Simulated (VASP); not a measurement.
# ZnO (I4/mmm) in VASP: further runs

The runs below take ZnO through single point, with LDA.

Program: VASP 6.6.1. These are calculated values, not measurements. Logs are shortened: lines on timing, memory, paths and dates and some standing lists are left out, and cuts for length are marked.

### 1 The cell of the first run

It takes space group I4/mmm (No. 139, tetragonal). Conventional cell: a = 2.915 Å, b = 2.915 Å, c = 4.339 Å, α = 90.00°, β = 90.00°, γ = 90.00°. Zn (site symmetry 4/mmm) has 6 O at 2.06 to 2.17 Å within 2.7 Å. Within 2.7 Å of O (site symmetry 4/mmm) lie 6 Zn at 2.06 to 2.17 Å.

### 2 Single point, LDA (strain -0.050 along x and y, +0.000 along z)

The input, INCAR:

```
ALGO = Normal
EDIFF = 1E-7
ENCUT = 520
ISIF = 2
ISMEAR = 0
LASPH = True
LCHARG = False
LREAL = False
LWAVE = False
NBANDS = 16
NELM = 100
PREC = Accurate
SIGMA = 0.05
```

The input, KPOINTS:

```
k-points
0
Gamma
  12 12 12
```

The input, POSCAR:

```
ZnO
1.0
    0.0000000000      2.0609699000      2.1694420000
    2.0609699000      0.0000000000      2.1694420000
    2.0609699000      2.0609699000      0.0000000000
Zn O
1 1
Direct
    0.0000000000      0.0000000000      0.0000000000
    0.5000000000      0.5000000000      0.5000000000
```

Potentials or basis: VASP PAW LDA potentials, release 64 (Zn, O).

Started as:

```sh
$ cat potpaw_LDA.64/Zn/POTCAR potpaw_LDA.64/O/POTCAR > POTCAR
$ mpirun -np 1 vasp_std > vasp.out
```

OUTCAR:

```text
EDIFF = 1E-7
   ENCUT = 520
   ISIF = 2
   ISMEAR = 0
   LASPH = True
   LREAL = False
   NELM = 100
   PREC = Accurate

 ion  position               nearest neighbor table
   1  0.000  0.000  0.000-   2 2.06   2 2.06   2 2.06   2 2.06   2 2.17   2 2.17
   2  0.500  0.500  0.500-   1 2.06   1 2.06   1 2.06   1 2.06   1 2.17   1 2.17

  LATTYP: Found a body centered tetragonal cell.
 ALAT       =     2.9146515842
 C/A-ratio  =     1.4886458551

  Lattice vectors:

 A1 = (  -2.0609699000,   0.0000000000,   2.1694420000)
 A2 = (   2.0609699000,   0.0000000000,   2.1694420000)
 A3 = (   0.0000000000,   2.0609699000,  -2.1694420000)

Analysis of symmetry for initial positions (statically):
=====================================================================
 Subroutine PRICEL returns:
 Original cell was already a primitive cell.

 Routine SETGRP: Setting up the symmetry group for a
 body centered tetragonal supercell.

 Subroutine GETGRP returns: Found 16 space group operations
 (whereof 16 operations were pure point group operations)
 out of a pool of 16 trial point group operations.

The static configuration has the point symmetry D_4h.

Analysis of symmetry for dynamics (positions and initial velocities):
=====================================================================
 Subroutine PRICEL returns:
 Original cell was already a primitive cell.

 Routine SETGRP: Setting up the symmetry group for a
 body centered tetragonal supercell.

 Subroutine GETGRP returns: Found 16 space group operations
 (whereof 16 operations were pure point group operations)
 out of a pool of 16 trial point group operations.

The dynamic configuration has the point symmetry D_4h.

 Subroutine INISYM returns: Found 16 space group operations
 (whereof 16 operations are pure point group operations),
 and found     1 'primitive' translations

----------------------------------------------------------------------------------------

                                     Primitive cell

  volume of cell :      18.4298

  direct lattice vectors                    reciprocal lattice vectors
     0.000000000  2.060969900  2.169442000    -0.242604222  0.242604222  0.230474011
     2.060969900  0.000000000  2.169442000     0.242604222 -0.242604222  0.230474011
     2.060969900  2.060969900  0.000000000     0.242604222  0.242604222 -0.230474011

[... 75 lines left out ...]
   ISTART =      0    job   : 0-new  1-cont  2-samecut
   ICHARG =      2    charge: 1-file 2-atom 10-const
   ISPIN  =      1    spin polarized calculation?
   LNONCOLLINEAR =      F non collinear calculations
   LSORBIT =      F    spin-orbit coupling
   LASPH  =      T    aspherical Exc in radial PAW
   ENCUT  =  520.0 eV  38.22 Ry    6.18 a.u.   5.56  5.56  5.42*2*pi/ulx,y,z
   NELM   =    100;   NELMIN=  2; NELMDL= -5     # of ELM steps
   EDIFF  = 0.1E-06   stopping-criterion for ELM
   LREAL  =      F    real-space projection
   EDIFFG = 0.1E-05   stopping-criterion for IOM
   NSW    =      0    number of steps for IOM
   IBRION =     -1    ionic relax: 0-MD 1-quasi-New 2-CG
   NFREE  =      0    steps in history (QN), initial steepest desc. (CG)
   ISIF   =      2    stress and relaxation
   ISYM   =      2    0-nonsym 1-usesym 2-fastsym
   POTIM  = 0.5000    time-step for ionic-motion
   TEBEG  =    0.0;   TEEND  =   0.0 temperature during run
   PSTRESS=    0.0 pullay stress
   NELECT =      18.0000    total number of electrons
   NUPDOWN=      -1.0000    fix difference up-down
   EMIN   =  10.00;   EMAX   =-10.00  energy-range for DOS
   EFERMI =   0.00;   METHOD = LEGACY
   ISMEAR =     0;   SIGMA  =   0.05  broadening in eV -4-tet -1-fermi 0-gaus
   EFERMI_NEDOS =   21; number of points for ismear=-14 and -15
   IALGO  =     38    algorithm
   IMIX   =      4    mixing-type and parameters
     AMIX     =   0.40;   BMIX     =  1.00
     AMIX_MAG =   1.60;   BMIX_MAG =  1.00
  volume/ion in A,a.u.               =       9.21        62.19
  Fermi-wavevector in a.u.,A,eV,Ry     =   1.624271  3.069428 35.895666  2.638257
  Thomas-Fermi vector in A             =   2.717585
   LORBIT       =      0    0 simple, 1 ext, 2 COOP (PROOUT), +10 PAW based schemes
   GGA     = CA    functional components
   LHFCALC =     F    Hartree Fock is set to
   AEXX    =    0.0000 exact exchange contribution
   IVDW    =     0    specifies the selected vdW correction
   LEPSILON=     F    determine dielectric tensor
   LRPA    =     F    only Hartree local field effects (RPA)
 non-spin polarized calculation
 Gauss-broadening in eV      SIGMA  =   0.05
  energy-cutoff  :      520.00
  volume of cell :       18.43
 maximum number of plane-waves:       517
 NGX is ok and might be reduce to    24
   NGX = 11   NGY = 11   NGZ = 11

 number of electron      17.9999998 magnetization

 Free energy of the ion-electron system (eV)
  ---------------------------------------------------
  ext. energy  EPLUGINS =         0.00000000
  ---------------------------------------------------
  free energy    TOTEN  =       -10.34215703 eV

  energy without entropy =      -10.34215703  energy(sigma->0) =      -10.34215703

 E-fermi :   3.5143     XC(G=0): -13.1419

 val. band max:        3.3167412962   @ k =   0.5000  -0.0000   0.0000
 cond. band min:       4.3495839634   @ k =   0.0000   0.0000   0.0000
 fundamental gap:      1.0328426672
 Fermi energy:         3.5143222294

 k-point     1 :       0.0000    0.0000    0.0000
  band No.  band energies     occupation
      1     -15.8265      2.00000
      2      -2.0285      2.00000
      3      -1.9306      2.00000
      4      -1.9306      2.00000
      5      -1.7820      2.00000
      6      -1.6612      2.00000
[... 433 lines left out ...]
      3      -3.0191      2.00000
      4      -3.0111      2.00000
      5      -1.5024      2.00000
      6      -1.4473      2.00000
[... 8 lines left out ...]
     15      26.4194      0.00000
     16      27.5305      0.00000

 [... further k-points ...]
[... 5 lines left out ...]
  --------------------------------------------------------------------------------------
  -------------------------------------------------------------------------------------
  Total        0.9253687      0.9253687      0.0859656      0.0000000      0.0000000      0.0000000
  in kB       80.4459216     80.4459216      7.4733269      0.0000000      0.0000000      0.0000000
  external PRESSURE =      56.1217234 kB  Pullay stress =       0.0000000 kB

 VOLUME and BASIS-vectors are now :
 -----------------------------------------------------------------------------
  energy-cutoff  :      520.00
  volume of cell :       18.43
      direct lattice vectors                 reciprocal lattice vectors
     0.000000000  2.060969900  2.169442000    -0.242604222  0.242604222  0.230474011
     2.060969900  0.000000000  2.169442000     0.242604222 -0.242604222  0.230474011
     2.060969900  2.060969900  0.000000000     0.242604222  0.242604222 -0.230474011

 POSITION                                       TOTAL-FORCE (eV/Angst)
 -----------------------------------------------------------------------------------
      0.00000      0.00000      0.00000        -0.000000      0.000000      0.000000
      2.06097      2.06097      2.16944         0.000000     -0.000000     -0.000000
 -----------------------------------------------------------------------------------
    total drift:                                0.000000     -0.000000     -0.000000

  FREE ENERGIE OF THE ION-ELECTRON SYSTEM (eV)
  ---------------------------------------------------
  free  energy   TOTEN  =       -10.3421570331 eV

  energy  without entropy=      -10.3421570331  energy(sigma->0) =      -10.34215703
```

Run time: 28 s. Hardware: 1 thread of Intel Xeon 6455B, shared host; peak memory 0.16 GiB.

Results:

| Quantity | Value |
| --- | --- |
| Free energy | -10.3422 eV |
| Pressure | 5.6 GPa |
| Band gap on the k mesh | 1.03 eV, indirect (least direct gap 2.66 eV) |

Caveat: the cell differs from its parent crystal (strain -0.050 along x and y, +0.000 along z).

### 3 Single point, LDA (strain -0.025 along x and y, -0.050 along z)

The input, INCAR:

```
SYSTEM = ZnO
ALGO = Normal
EDIFF = 1E-6
ENCUT = 520
GGA = CA
ISIF = 2
ISMEAR = 0
LASPH = .TRUE.
LCHARG = .FALSE.
LREAL = .FALSE.
LWAVE = .FALSE.
NBANDS = 16
NELM = 60
PREC = Accurate
SIGMA = 0.05
```

The input, KPOINTS:

```
k-points
0
G
  12 12 12
  0 0 0
```

The input, POSCAR:

```
ZnO
1.0
    0.0000000000      2.1152059500      2.0609699000
    2.1152059500      0.0000000000      2.0609699000
    2.1152059500      2.1152059500      0.0000000000
Zn O
1 1
Direct
    0.0000000000      0.0000000000      0.0000000000
    0.5000000000      0.5000000000      0.5000000000
```

Potentials or basis: VASP PAW LDA potentials, release 64 (Zn, O).

Started as:

```sh
$ cat potpaw_LDA.64/Zn/POTCAR potpaw_LDA.64/O/POTCAR > POTCAR
$ mpirun -np 1 vasp_std > vasp.out
```

Run time: 27 s. Hardware: 1 thread of Intel Xeon 6455B, shared host; peak memory 0.16 GiB.

Results (log left out):

* Free energy: -10.3531 eV
* Pressure: 4.9 GPa
* Band gap on the k mesh: 1.10 eV, indirect (least direct gap 2.74 eV)

Stress tensor (GPa, compression positive):
```
3.60 0.00 0.00
0.00 3.60 0.00
0.00 0.00 7.36
```

Levels at points of the mesh, in eV from the valence-band top:
```csv
k point,band 5,band 6,band 7,band 8,band 9,band 10,band 11,band 12,band 13,band 14
"(0.00, 0.00, 0.00)",-4.96,-4.91,-1.79,-1.64,-1.64,1.10,18.08,18.08,18.20,18.29
"(0.50, 0.00, 0.00)",-4.71,-4.67,-3.84,-0.16,0.00,5.32,9.41,12.51,13.10,19.67
"(0.50, 0.50, 0.00)",-4.55,-4.55,-4.08,-3.32,-3.32,4.18,10.95,11.07,15.49,15.49
"(0.50, 0.00, 0.50)",-4.58,-4.54,-4.15,-3.36,-3.09,4.22,10.70,11.30,15.55,16.10
```

Caveat: the cell differs from its parent crystal (strain -0.025 along x and y, -0.050 along z).
